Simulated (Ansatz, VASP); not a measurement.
# One calculation of Cl, two programs

```
Cl
1.0
     0.00000    2.98677    2.98677
     2.98677    0.00000    2.98677
     2.98677    2.98677    0.00000
Cl
2
Direct
  0.87500 0.87500 0.87500
  0.12500 0.12500 0.12500
```

Change from the starting cell: volume scaled by 0.9, LAPW.

Alike in both runs: task single point; functional LDA; k mesh 11 × 11 × 11; occupations fermi-dirac, width 0.08 eV; no spin polarisation.

|  | VASP | Ansatz |
| --- | --- | --- |
| version | VASP 6.6.1 | Ansatz 0.2.0 |
| potentials or method | VASP PAW LDA potentials, release 64 (Cl), cutoff 520 eV | all-electron LAPW, scalar-relativistic |

Ansatz gave:

| Item | Value |
| --- | --- |
| pressure (GPa) | 3.6 |

Which values does VASP return?

Pressure (GPa): 3.5.

LDA's correlation is that of Perdew and Zunger in VASP and of Perdew and Wang (1992) in Ansatz. Ansatz ran all-electron here, and VASP with PAW potentials.
